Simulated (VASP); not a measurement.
# Hf3SnS4 (Pmmm) in VASP: relaxation of cell and atoms with PBE

Aim: the relaxation of cell and atoms of Hf3SnS4 with PBE.

Everything below comes from runs of VASP 6.6.1. Logs are shortened: lines on timing, memory, paths and dates and some standing lists are left out, and cuts for length are marked.

**1. The cell of the first run**

Symmetry: Pmmm, No. 47, orthorhombic system. Conventional cell: a = 3.813 Å, b = 5.425 Å, c = 7.677 Å, α = 90.00°, β = 90.00°, γ = 90.00°. Within 3.5 Å of Hf (site symmetry mm2) lie 6 S at 2.68 to 2.73 Å. Within 3.6 Å of Hf (site symmetry mmm) lie 6 S at 2.71 to 2.78 Å. Within 3.5 Å of Sn (site symmetry mmm) lie 6 S at 2.63 to 2.71 Å. S (site symmetry mmm) has 6 Hf at 2.68 to 2.71 Å within 3.5 Å. Within 4.1 Å of S (site symmetry mm2) lie 2 Sn at 2.63 Å and 4 Hf at 2.72 to 2.78 Å and 12 S at 3.62 to 4.05 Å. S (site symmetry mmm) has 2 Sn at 2.71 Å and 4 Hf at 2.73 Å within 3.6 Å.

The cell was generated, and may not be a known phase.

**2. Relaxation of cell and atoms, PBE**

Contents of INCAR:

```
SYSTEM = Hf3SnS4
ALGO = Normal
EDIFF = 1E-7
EDIFFG = -0.08
ENCUT = 500
GGA = PE
GGA_COMPAT = .False.
IBRION = 2
ISIF = 3
ISMEAR = 0
LASPH = .True.
LCHARG = .False.
LREAL = .False.
LWAVE = .False.
NELM = 120
NELMIN = 4
NSW = 36
PREC = Accurate
SIGMA = 0.15
```

Contents of KPOINTS:

```
k-points
0
Gamma
  3 2 2
  0 0 0
```

Contents of POSCAR:

```
Hf3SnS4
1.0
    3.8127966900      0.0000000000      0.0000000000
    0.0000000000      5.4254300100      0.0000000000
    0.0000000000      0.0000000000      7.6768622100
Hf Sn S
3 1 4
Direct
    0.5000000000      0.5000000000      0.2552588300
    0.0000000000      0.0000000000      0.5000000000
    0.5000000000      0.5000000000      0.7447411700
    0.0000000000      0.0000000000      0.0000000000
    0.0000000000      0.5000000000      0.5000000000
    0.5000000000      0.0000000000      0.7639618500
    0.0000000000      0.5000000000      0.0000000000
    0.5000000000      0.0000000000      0.2360381500
```

Potentials or basis: VASP PAW PBE potentials, release 64 (Hf_pv, Sn_d, S).

Run with:

```bash
$ cat potpaw_PBE.64/Hf_pv/POTCAR potpaw_PBE.64/Sn_d/POTCAR potpaw_PBE.64/S/POTCAR > POTCAR
$ mpirun -np 1 vasp_std > vasp.out
```

OUTCAR:

```text
SYSTEM = Hf3SnS4
   EDIFF = 1E-7
   EDIFFG = -0.08
   ENCUT = 500
   GGA = PE
   IBRION = 2
   ISIF = 3
   ISMEAR = 0
   LASPH = .True.
   LREAL = .False.
   NELM = 120
   NELMIN = 4
   NSW = 36
   PREC = Accurate

 ion  position               nearest neighbor table
   1  0.500  0.500  0.255-   5 2.68   5 2.68   8 2.72   8 2.72   7 2.73   7 2.73   3 3.76   2 3.81
                             2 3.81   2 3.81   2 3.81
   2  0.000  0.000  0.500-   5 2.71   5 2.71   8 2.78   6 2.78   6 2.78   8 2.78   3 3.81   3 3.81
                             1 3.81   3 3.81   1 3.81   1 3.81   1 3.81   3 3.81
   3  0.500  0.500  0.745-   5 2.68   5 2.68   6 2.72   6 2.72   7 2.73   7 2.73   1 3.76   2 3.81
                             2 3.81   2 3.81   2 3.81
   4  0.000  0.000  0.000-   6 2.63   8 2.63   6 2.63   8 2.63   7 2.71   7 2.71
   5  0.000  0.500  0.500-   1 2.68   3 2.68   1 2.68   3 2.68   2 2.71   2 2.71
   6  0.500  0.000  0.764-   4 2.63   4 2.63   3 2.72   3 2.72   2 2.78   2 2.78
   7  0.000  0.500  0.000-   4 2.71   4 2.71   1 2.73   3 2.73   1 2.73   3 2.73
   8  0.500  0.000  0.236-   4 2.63   4 2.63   1 2.72   1 2.72   2 2.78   2 2.78

  LATTYP: Found a simple orthorhombic cell.
 ALAT       =     3.8127966900
 B/A-ratio  =     1.4229528745
 C/A-ratio  =     2.0134465156

  Lattice vectors:

 A1 = (   3.8127966900,   0.0000000000,   0.0000000000)
 A2 = (   0.0000000000,   5.4254300100,   0.0000000000)
 A3 = (   0.0000000000,   0.0000000000,   7.6768622100)

Analysis of symmetry for initial positions (statically):
=====================================================================
 Subroutine PRICEL returns:
 Original cell was already a primitive cell.

 Routine SETGRP: Setting up the symmetry group for a
 simple orthorhombic supercell.

 Subroutine GETGRP returns: Found  8 space group operations
 (whereof  8 operations were pure point group operations)
 out of a pool of  8 trial point group operations.

The static configuration has the point symmetry D_2h.

Analysis of symmetry for dynamics (positions and initial velocities):
=====================================================================
 Subroutine PRICEL returns:
 Original cell was already a primitive cell.

 Routine SETGRP: Setting up the symmetry group for a
 simple orthorhombic supercell.

 Subroutine GETGRP returns: Found  8 space group operations
 (whereof  8 operations were pure point group operations)
 out of a pool of  8 trial point group operations.

The dynamic configuration has the point symmetry D_2h.

 Subroutine INISYM returns: Found  8 space group operations
 (whereof  8 operations are pure point group operations),
 and found     1 'primitive' translations

----------------------------------------------------------------------------------------

                                     Primitive cell

  volume of cell :     158.8040

  direct lattice vectors                    reciprocal lattice vectors
     3.812796690  0.000000000  0.000000000     0.262274672  0.000000000  0.000000000
     0.000000000  5.425430010  0.000000000     0.000000000  0.184317187  0.000000000
     0.000000000  0.000000000  7.676862210     0.000000000  0.000000000  0.130261554

  length of vectors
     3.812796690  5.425430010  7.676862210     0.262274672  0.184317187  0.130261554

  position of ions in fractional coordinates (direct lattice)
     0.500000000  0.500000000  0.255258830
     0.000000000  0.000000000  0.500000000
     0.500000000  0.500000000  0.744741170
     0.000000000  0.000000000  0.000000000
     0.000000000  0.500000000  0.500000000
     0.500000000  0.000000000  0.763961850
     0.000000000  0.500000000  0.000000000
     0.500000000  0.000000000  0.236038150

  ion indices of the primitive-cell ions
   primitive index   ion index
                 1           1
                 2           2
                 3           3
                 4           4
                 5           5
                 6           6
                 7           7
                 8           8

----------------------------------------------------------------------------------------

 KPOINTS: k-points

Automatic generation of k-mesh.
 Grid dimensions read from file:
 generate k-points for:    3    2    2

 Generating k-lattice:

  Cartesian coordinates                     Fractional coordinates (reciprocal lattice)
     0.087424891  0.000000000  0.000000000     0.333333333  0.000000000  0.000000000
     0.000000000  0.092158594  0.000000000     0.000000000  0.500000000  0.000000000
     0.000000000  0.000000000  0.065130777     0.000000000  0.000000000  0.500000000

  Length of vectors
     0.087424891  0.092158594  0.065130777

  Shift w.r.t. Gamma in fractional coordinates (k-lattice)
     0.000000000  0.000000000  0.000000000

 Subroutine IBZKPT returns following result:
 ===========================================

 Found      8 irreducible k-points:

 Following reciprocal coordinates:
            Coordinates               Weight
  0.000000  0.000000  0.000000      1.000000
  0.333333  0.000000  0.000000      2.000000
  0.000000  0.500000  0.000000      1.000000
  0.333333  0.500000  0.000000      2.000000
  0.000000  0.000000  0.500000      1.000000
  0.333333  0.000000  0.500000      2.000000
  0.000000  0.500000  0.500000      1.000000
  0.333333  0.500000  0.500000      2.000000
   k-points           NKPTS =      8   k-points in BZ     NKDIM =      8   number of bands    NBANDS=     40
   number of dos      NEDOS =    301   number of ions     NIONS =      8
   total plane-waves  NPLWV =  62720
   dimension x,y,z NGX =    28 NGY =   40 NGZ =   56
   dimension x,y,z NGXF=    56 NGYF=   80 NGZF=  112
   ions per type =               3   1   4
   NGX,Y,Z   is equivalent  to a cutoff of  12.21, 12.26, 12.13 a.u.
   NGXF,Y,Z  is equivalent  to a cutoff of  24.42, 24.51, 24.25 a.u.
 SYSTEM =  Hf3SnS4
   PREC   = accura    normal or accurate (medium, high low for compatibility)
   ISTART =      0    job   : 0-new  1-cont  2-samecut
   ICHARG =      2    charge: 1-file 2-atom 10-const
   ISPIN  =      1    spin polarized calculation?
   LNONCOLLINEAR =      F non collinear calculations
   LSORBIT =      F    spin-orbit coupling
   LASPH  =      T    aspherical Exc in radial PAW
   ENCUT  =  500.0 eV  36.75 Ry    6.06 a.u.   6.95  9.89 14.00*2*pi/ulx,y,z
   NELM   =    120;   NELMIN=  4; NELMDL= -5     # of ELM steps
   EDIFF  = 0.1E-06   stopping-criterion for ELM
   LREAL  =      F    real-space projection
   EDIFFG = -.8E-01   stopping-criterion for IOM
   NSW    =     36    number of steps for IOM
   IBRION =      2    ionic relax: 0-MD 1-quasi-New 2-CG
   NFREE  =      1    steps in history (QN), initial steepest desc. (CG)
   ISIF   =      3    stress and relaxation
   ISYM   =      2    0-nonsym 1-usesym 2-fastsym
   POTIM  = 0.5000    time-step for ionic-motion
   TEBEG  =    0.0;   TEEND  =   0.0 temperature during run
   PSTRESS=    0.0 pullay stress
   NELECT =      68.0000    total number of electrons
   NUPDOWN=      -1.0000    fix difference up-down
   EMIN   =  10.00;   EMAX   =-10.00  energy-range for DOS
   EFERMI =   0.00;   METHOD = LEGACY
   ISMEAR =     0;   SIGMA  =   0.15  broadening in eV -4-tet -1-fermi 0-gaus
   EFERMI_NEDOS =   21; number of points for ismear=-14 and -15
   IALGO  =     38    algorithm
   IMIX   =      4    mixing-type and parameters
     AMIX     =   0.40;   BMIX     =  1.00
     AMIX_MAG =   1.60;   BMIX_MAG =  1.00
  volume/ion in A,a.u.               =      19.85       133.96
  Fermi-wavevector in a.u.,A,eV,Ry     =   1.233930  2.331790 20.716012  1.522584
  Thomas-Fermi vector in A             =   2.368641
   LORBIT       =      0    0 simple, 1 ext, 2 COOP (PROOUT), +10 PAW based schemes
   GGA     = PE    functional components
   LHFCALC =     F    Hartree Fock is set to
   AEXX    =    0.0000 exact exchange contribution
   IVDW    =     0    specifies the selected vdW correction
   LEPSILON=     F    determine dielectric tensor
   LRPA    =     F    only Hartree local field effects (RPA)
 conjugate gradient relaxation of ions
 non-spin polarized calculation
 Gauss-broadening in eV      SIGMA  =   0.15
  energy-cutoff  :      500.00
  volume of cell :      158.80
 maximum number of plane-waves:      4072
 NGX is ok and might be reduce to    28
   NGX = 13   NGY = 19   NGZ = 27

--------------------------------------- Ionic step        1  -------------------------------------------

 number of electron      67.9999993 magnetization

 Free energy of the ion-electron system (eV)
  ---------------------------------------------------
  ext. energy  EPLUGINS =         0.00000000
  ---------------------------------------------------
  free energy    TOTEN  =       -54.89479505 eV

  energy without entropy =      -54.79833560  energy(sigma->0) =      -54.84656533

------------------------ aborting loop because EDIFF is reached ----------------------------------------

  FORCE on cell =-STRESS in cart. coord.  units (eV):
  Direction    XX          YY          ZZ          XY          YZ          ZX
  --------------------------------------------------------------------------------------
  -------------------------------------------------------------------------------------
  Total       -3.1646771     -4.1125557     -5.6612190     -0.0000000      0.0000000      0.0000000
  in kB      -31.9284938    -41.4916608    -57.1161572     -0.0000000      0.0000000      0.0000000
  external PRESSURE =     -43.5121039 kB  Pullay stress =       0.0000000 kB
[... 279 lines left out ...]
  energy  without entropy=      -55.4333455720  energy(sigma->0) =      -55.47927521

--------------------------------------- Ionic step        8  -------------------------------------------

 number of electron      68.0000003 magnetization

 Free energy of the ion-electron system (eV)
  ---------------------------------------------------
  ext. energy  EPLUGINS =         0.00000000
  ---------------------------------------------------
  free energy    TOTEN  =       -55.53252085 eV

  energy without entropy =      -55.43471936  energy(sigma->0) =      -55.48362010

 E-fermi :   8.2637     XC(G=0): -11.0157

 val. band max:        8.2553422347   @ k =   0.0000   0.5000   0.0000
 cond. band min:       8.3014701301   @ k =   0.0000   0.0000   0.5000
 fundamental gap:      0.0461278954
 Fermi energy:         8.2636890203

 k-point     1 :       0.0000    0.0000    0.0000
  band No.  band energies     occupation
      1     -24.1938      2.00000
      2     -24.1761      2.00000
      3     -24.1125      2.00000
      4     -24.1112      2.00000
      5     -24.0973      2.00000
      6     -23.9977      2.00000
[... 368 lines left out ...]
  FREE ENERGIE OF THE ION-ELECTRON SYSTEM (eV)
  ---------------------------------------------------
  free  energy   TOTEN  =       -55.5325208496 eV

  energy  without entropy=      -55.4347193582  energy(sigma->0) =      -55.48362010

 reached required accuracy - stopping structural energy minimisation
```

Run time: 10 min. Hardware: 1 thread of Intel Xeon 8259CL, shared host; peak memory 0.27 GiB.

What came out:

- Free energy: -55.5325 eV
- Relaxed volume: 19.25 Å³/atom
- Relaxed cell: a = 3.803 Å, b = 5.431 Å, c = 7.458 Å, α = 90.00°, β = 90.00°, γ = 90.00°
- Space group after relaxing (to 0.1 Å): Pmmm (No. 47)
- Energy gained by relaxing: 79.7 meV/atom
- Ionic steps: 8
- Pressure after relaxing: -0.1 GPa
- Largest force after relaxing: 0.051 eV/Å
- Band gap on the k mesh: zero (bands 34 and 35 overlap by 0.95 eV)

Forces on the atoms (eV/Å):
```
Hf   0.000  0.000 -0.016
Hf   0.000  0.000  0.000
Hf   0.000  0.000  0.016
Sn   0.000  0.000  0.000
S    0.000  0.000  0.000
S    0.000  0.000 -0.051
S    0.000  0.000  0.000
S    0.000  0.000  0.051
```

The path:
| step | energy change (eV) | largest force (eV/Å) | pressure (GPa) | volume (Å³) |
| --- | --- | --- | --- | --- |
| 1 | 0.0000 | 1.8764 | -4.35 | 158.80 |
| 2 | -0.3516 | 1.2358 | 4.17 | 146.72 |
| 3 | -0.3540 | 1.2925 | 3.48 | 147.51 |
| 4 | -0.5883 | 0.4308 | 1.79 | 150.43 |
| 5 | -0.6179 | 0.1061 | 1.19 | 151.96 |
| 6 | -0.6279 | 0.1192 | -1.07 | 155.23 |
| 7 | -0.6304 | 0.0565 | -0.39 | 154.20 |
| 8 | -0.6377 | 0.0506 | -0.11 | 154.02 |

Final structure:
```
CELL_PARAMETERS angstrom
3.80265 0.00000 0.00000
0.00000 5.43094 0.00000
0.00000 0.00000 7.45793
ATOMIC_POSITIONS crystal
Hf 0.50000 0.50000 0.26180
Hf 0.00000 0.00000 0.50000
Hf 0.50000 0.50000 0.73820
Sn 0.00000 0.00000 0.00000
S 0.00000 0.50000 0.50000
S 0.50000 0.00000 0.73239
S 0.00000 0.50000 0.00000
S 0.50000 0.00000 0.26761
```

Levels at points of the mesh, in eV from the Fermi level:
```
           k point  band 31  band 32  band 33  band 34  band 35  band 36  band 37  band 38
(0.00, 0.00, 0.00)    -3.76    -2.73    -1.09    -0.43    -0.43    -0.39    -0.05     0.44
(0.00, 0.50, 0.00)    -2.53    -1.83    -0.86    -0.03    -0.01     0.35     0.81     1.08
(0.00, 0.00, 0.50)    -1.89    -1.62    -1.02    -0.45    -0.40    -0.32    -0.25     0.04
(0.00, 0.50, 0.50)    -1.36    -1.21    -0.83    -0.41     0.29     0.30     0.71     0.96
```

Caveat: the k points lie up to 0.58 Å⁻¹ apart in the final cell, too coarse for converged energies and pressures of a metal; spin-orbit coupling is left out, which moves the levels of the heavy elements; the relaxation stopped at a loose force limit of 0.08 eV/Å, so its end isn't a converged minimum.

The gap in the log of VASP goes by the Fermi energy; the results here count the filled bands.